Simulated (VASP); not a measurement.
# Sn (I4_1/amd) in VASP: a series of runs

Runs on Sn. Level: PBEsol. Tasks: single point.

Everything below comes from runs of VASP 6.6.1. Logs are shortened: lines on timing, memory, paths and dates and some standing lists are left out, and cuts for length are marked.

**1. The cell of the first run**

It takes space group I4_1/amd (No. 141, tetragonal). The conventional cell has a = 4.618 Å, b = 4.618 Å, c = 6.467 Å, α = 90.00°, β = 90.00°, γ = 90.00°. Within 3.7 Å of Sn (site symmetry -4m2) lie 4 Sn at 2.82 Å.

**2. Single point, PBEsol**

File INCAR:

```
ALGO = Normal
EDIFF = 1E-6
ENCUT = 520
GGA = PS
ISIF = 2
ISMEAR = -1
LASPH = True
LCHARG = True
LELF = True
LREAL = False
LVHAR = True
LWAVE = False
NBANDS = 21
NELM = 80
PREC = Accurate
SIGMA = 0.05
```

File KPOINTS:

```
k-points
0
Gamma
  6 6 6
```

File POSCAR:

```
Sn
1.0
    0.0000000000      3.2656762280      3.2333428000
    3.2656762280      0.0000000000      3.2333428000
    3.2656762280      3.2656762280      0.0000000000
Sn
2
Direct
    0.7500000000      0.7500000000      0.7500000000
    0.5000000000      0.5000000000      0.5000000000
```

Potentials or basis: VASP PAW PBE potentials, release 64 (Sn_d).

Command:

```bash
> cat potpaw_PBE.64/Sn_d/POTCAR > POTCAR
> mpirun -np 1 vasp_std > vasp.out
```

OUTCAR:

```text
EDIFF = 1E-6
   ENCUT = 520
   GGA = PS
   ISIF = 2
   ISMEAR = -1
   LASPH = True
   LREAL = False
   NELM = 80
   PREC = Accurate

 ion  position               nearest neighbor table
   1  0.750  0.750  0.750-   2 2.82   2 2.82   2 2.82   2 2.82
   2  0.500  0.500  0.500-   1 2.82   1 2.82   1 2.82   1 2.82

  LATTYP: Found a body centered tetragonal cell.
 ALAT       =     4.6183636120
 C/A-ratio  =     1.4002114479

  Lattice vectors:

 A1 = (   0.0000000000,  -3.2656762280,  -3.2333428000)
 A2 = (   0.0000000000,   3.2656762280,  -3.2333428000)
 A3 = (   3.2656762280,   0.0000000000,   3.2333428000)

Analysis of symmetry for initial positions (statically):
=====================================================================
 Subroutine PRICEL returns:
 Original cell was already a primitive cell.

 Routine SETGRP: Setting up the symmetry group for a
 body centered tetragonal supercell.

 Subroutine GETGRP returns: Found 16 space group operations
 (whereof  8 operations were pure point group operations)
 out of a pool of 16 trial point group operations.

The static configuration has the point symmetry D_2d.
 The point group associated with its full space group is D_4h.

Analysis of symmetry for dynamics (positions and initial velocities):
=====================================================================
 Subroutine PRICEL returns:
 Original cell was already a primitive cell.

 Routine SETGRP: Setting up the symmetry group for a
 body centered tetragonal supercell.

 Subroutine GETGRP returns: Found 16 space group operations
 (whereof  8 operations were pure point group operations)
 out of a pool of 16 trial point group operations.

The dynamic configuration has the point symmetry D_2d.
 The point group associated with its full space group is D_4h.

 Subroutine INISYM returns: Found 16 space group operations
 (whereof  8 operations are pure point group operations),
 and found     1 'primitive' translations

----------------------------------------------------------------------------------------

                                     Primitive cell

  volume of cell :      68.9649

  direct lattice vectors                    reciprocal lattice vectors
     0.000000000  3.265676228  3.233342800    -0.153107646  0.153107646  0.154638723
     3.265676228  0.000000000  3.233342800     0.153107646 -0.153107646  0.154638723
     3.265676228  3.265676228  0.000000000     0.153107646  0.153107646 -0.154638723

  length of vectors
     4.595557299  4.595557299  4.618363612     0.266077126  0.266077126  0.266077126

[... 79 lines left out ...]
   NELM   =     80;   NELMIN=  2; NELMDL= -5     # of ELM steps
   EDIFF  = 0.1E-05   stopping-criterion for ELM
   LREAL  =      F    real-space projection
   EDIFFG = 0.1E-04   stopping-criterion for IOM
   NSW    =      0    number of steps for IOM
   IBRION =     -1    ionic relax: 0-MD 1-quasi-New 2-CG
   NFREE  =      0    steps in history (QN), initial steepest desc. (CG)
   ISIF   =      2    stress and relaxation
   ISYM   =      2    0-nonsym 1-usesym 2-fastsym
   POTIM  = 0.5000    time-step for ionic-motion
   TEBEG  =    0.0;   TEEND  =   0.0 temperature during run
   PSTRESS=    0.0 pullay stress
   NELECT =      28.0000    total number of electrons
   NUPDOWN=      -1.0000    fix difference up-down
   EMIN   =  10.00;   EMAX   =-10.00  energy-range for DOS
   EFERMI =   0.00;   METHOD = LEGACY
   ISMEAR =    -1;   SIGMA  =   0.05  broadening in eV -4-tet -1-fermi 0-gaus
   EFERMI_NEDOS =   21; number of points for ismear=-14 and -15
   IALGO  =     38    algorithm
   IMIX   =      4    mixing-type and parameters
     AMIX     =   0.40;   BMIX     =  1.00
     AMIX_MAG =   1.60;   BMIX_MAG =  1.00
  volume/ion in A,a.u.               =      34.48       232.70
  Fermi-wavevector in a.u.,A,eV,Ry     =   1.212229  2.290782 19.993766  1.469500
  Thomas-Fermi vector in A             =   2.347720
   LORBIT       =      0    0 simple, 1 ext, 2 COOP (PROOUT), +10 PAW based schemes
   GGA     = PS    functional components
   LHFCALC =     F    Hartree Fock is set to
   AEXX    =    0.0000 exact exchange contribution
   IVDW    =     0    specifies the selected vdW correction
   LEPSILON=     F    determine dielectric tensor
   LRPA    =     F    only Hartree local field effects (RPA)
 non-spin polarized calculation
  energy-cutoff  :      520.00
  volume of cell :       68.96
 maximum number of plane-waves:      1875
 NGX is ok and might be reduce to    36
   NGX = 17   NGY = 17   NGZ = 17

 number of electron      27.9999994 magnetization

 Free energy of the ion-electron system (eV)
  ---------------------------------------------------
  ext. energy  EPLUGINS =         0.00000000
  ---------------------------------------------------
  free energy    TOTEN  =        -8.42902587 eV

  energy without entropy =       -8.42684461  energy(sigma->0) =       -8.42793524

 E-fermi :   5.3054     XC(G=0):  -9.0202

 val. band max:        5.0699869784   @ k =   0.1667   0.0000   0.0000
 cond. band min:       5.3151219397   @ k =   0.5000   0.0000   0.0000
 fundamental gap:      0.2451349613
 Fermi energy:         5.3054435651

 k-point     1 :       0.0000    0.0000    0.0000
  band No.  band energies     occupation
      1     -16.1830      2.00000
      2     -16.1788      2.00000
      3     -16.1788      2.00000
      4     -16.1221      2.00000
      5     -16.1204      2.00000
      6     -15.8190      2.00000
[... 565 lines left out ...]
     20      14.6963      0.00000
     21      14.9224      0.00000

 [... further k-points ...]

------------------------ aborting loop because EDIFF is reached ----------------------------------------

  FORCE on cell =-STRESS in cart. coord.  units (eV):
  Direction    XX          YY          ZZ          XY          YZ          ZX
  --------------------------------------------------------------------------------------
  -------------------------------------------------------------------------------------
  Total        0.2104310      0.2104310      0.3458980      0.0000000      0.0000000      0.0000000
  in kB        4.8886867      4.8886867      8.0358275      0.0000000      0.0000000      0.0000000
  external PRESSURE =       5.9377336 kB  Pullay stress =       0.0000000 kB

 VOLUME and BASIS-vectors are now :
 -----------------------------------------------------------------------------
  energy-cutoff  :      520.00
  volume of cell :       68.96
      direct lattice vectors                 reciprocal lattice vectors
     0.000000000  3.265676228  3.233342800    -0.153107646  0.153107646  0.154638723
     3.265676228  0.000000000  3.233342800     0.153107646 -0.153107646  0.154638723
     3.265676228  3.265676228  0.000000000     0.153107646  0.153107646 -0.154638723

 POSITION                                       TOTAL-FORCE (eV/Angst)
 -----------------------------------------------------------------------------------
      4.89851      4.89851      4.85001        -0.000000     -0.000000      0.000000
      3.26568      3.26568      3.23334         0.000000      0.000000      0.000000
 -----------------------------------------------------------------------------------
    total drift:                                0.000000      0.000000      0.000000

  FREE ENERGIE OF THE ION-ELECTRON SYSTEM (eV)
  ---------------------------------------------------
  free  energy   TOTEN  =        -8.4290258714 eV

  energy  without entropy=       -8.4268446122  energy(sigma->0) =       -8.42793524
```

Wall time 15 s (1 thread of Intel Xeon 6975P-C (Granite Rapids), shared host); peak memory 0.21 GiB.

Results:

* Free energy: -8.4290 eV
* Pressure: 0.6 GPa
* Band gap on the k mesh: zero (band 14 reaches 5.46 eV, above the bottom of band 15 at 5.32 eV)

Levels at points of the mesh, in eV from the Fermi level:
```tsv
k point	band 10	band 11	band 12	band 13	band 14	band 15	band 16	band 17	band 18	band 19
(0.00, 0.00, 0.00)	-21.11	-10.48	-0.67	0.16	0.16	0.22	2.21	2.25	2.25	4.94
(0.50, 0.00, 0.00)	-21.07	-8.87	-6.19	-1.05	-0.98	0.01	3.28	3.32	5.62	8.45
(0.50, 0.50, 0.00)	-21.05	-7.39	-7.39	-2.38	-2.38	0.82	0.82	7.75	7.75	9.28
(0.50, 0.00, 0.50)	-21.05	-7.42	-7.42	-2.33	-2.33	0.88	0.88	7.73	7.73	9.24
```

Caveat: the PAW data sets were made with another functional, which shifts forces and pressure a little; spin-orbit coupling is left out, which moves the levels of the heavy elements.

**3. Single point, PBEsol**

This run uses another cell than the first one, of 35.17 Å³/atom, 1.020 times its volume.

INCAR, as its differences from that of step 2:

```diff
@@ -13,3 +13,3 @@
 NBANDS = 21
-NELM = 80
+NELM = 100
 PREC = Accurate
```

KPOINTS is that of step 2.

File POSCAR:

```
Sn
1.0
    0.0000000000      3.2980096560      3.2333428000
    3.2980096560      0.0000000000      3.2333428000
    3.2980096560      3.2980096560      0.0000000000
Sn
2
Direct
    0.7500000000      0.7500000000      0.7500000000
    0.5000000000      0.5000000000      0.5000000000
```

Potentials or basis: VASP PAW PBE potentials, release 64 (Sn_d).

Command:

```bash
> cat potpaw_PBE.64/Sn_d/POTCAR > POTCAR
> mpirun -np 1 vasp_std > vasp.out
```

OUTCAR:

```text
EDIFF = 1E-6
   ENCUT = 520
   GGA = PS
   ISIF = 2
   ISMEAR = -1
   LASPH = True
   LREAL = False
   NELM = 100
   PREC = Accurate

 ion  position               nearest neighbor table
   1  0.750  0.750  0.750-   2 2.84   2 2.84   2 2.84   2 2.84
   2  0.500  0.500  0.500-   1 2.84   1 2.84   1 2.84   1 2.84

  LATTYP: Found a body centered tetragonal cell.
 ALAT       =     4.6640899844
 C/A-ratio  =     1.3864838847

  Lattice vectors:

[... 762 lines left out ...]

 [... further k-points ...]

------------------------ aborting loop because EDIFF is reached ----------------------------------------

  FORCE on cell =-STRESS in cart. coord.  units (eV):
  Direction    XX          YY          ZZ          XY          YZ          ZX
  --------------------------------------------------------------------------------------
  -------------------------------------------------------------------------------------
  Total       -0.1947411     -0.1947411      0.0708499      0.0000000      0.0000000      0.0000000
  in kB       -4.4359082     -4.4359082      1.6138529      0.0000000      0.0000000      0.0000000
  external PRESSURE =      -2.4193212 kB  Pullay stress =       0.0000000 kB

 VOLUME and BASIS-vectors are now :
 -----------------------------------------------------------------------------
  energy-cutoff  :      520.00
  volume of cell :       70.34
      direct lattice vectors                 reciprocal lattice vectors
     0.000000000  3.298009656  3.233342800    -0.151606591  0.151606591  0.154638723
     3.298009656  0.000000000  3.233342800     0.151606591 -0.151606591  0.154638723
     3.298009656  3.298009656  0.000000000     0.151606591  0.151606591 -0.154638723

 POSITION                                       TOTAL-FORCE (eV/Angst)
 -----------------------------------------------------------------------------------
      4.94701      4.94701      4.85001        -0.000000     -0.000000      0.000000
      3.29801      3.29801      3.23334         0.000000      0.000000      0.000000
 -----------------------------------------------------------------------------------
    total drift:                                0.000000      0.000000      0.000000

  FREE ENERGIE OF THE ION-ELECTRON SYSTEM (eV)
  ---------------------------------------------------
  free  energy   TOTEN  =        -8.4296201302 eV

  energy  without entropy=       -8.4269973183  energy(sigma->0) =       -8.42830872
```

stdout:

```text
POSCAR found type information on POSCAR Sn
 POSCAR found :  1 types and       2 ions
 scaLAPACK will be used
 -----------------------------------------------------------------------------
|                                                                             |
|                                                                             |
|     You enforced a specific xc type in the INCAR file but a different       |
|     I HOPE YOU KNOW WHAT YOU ARE DOING!                                     |
|                                                                             |
 -----------------------------------------------------------------------------

 LDA part: xc-table for (Slater+PW92), standard interpolation
 POSCAR, INCAR and KPOINTS ok, starting setup
 FFT: planning ... GRIDC
 FFT: planning ... GRID_SOFT
 FFT: planning ... GRID
 WAVECAR not read
 entering main loop
```

It took 14 s on 1 thread of Intel Xeon 6975P-C (Granite Rapids), shared host; peak memory 0.21 GiB.

Results:

```
Free energy            : -8.4296 eV
Pressure               : -0.2 GPa
Band gap on the k mesh : zero (band 14 reaches 5.24 eV, above the bottom of band 15 at 5.07 eV)
```

Levels at points of the mesh, in eV from the Fermi level:
```csv
k point,band 12,band 13,band 14,band 15,band 16,band 17
"(0.00, 0.00, 0.00)",-0.77,0.17,0.17,0.29,2.21,2.29
"(0.50, 0.00, 0.00)",-6.09,-1.02,-0.89,0.00,3.28,3.37
"(0.50, 0.50, 0.00)",-7.27,-2.32,-2.32,0.83,0.83,7.66
"(0.50, 0.00, 0.50)",-7.34,-2.22,-2.22,0.95,0.95,7.62
```

Caveat: the PAW data sets were made with another functional, which shifts forces and pressure a little; spin-orbit coupling is left out, which moves the levels of the heavy elements.
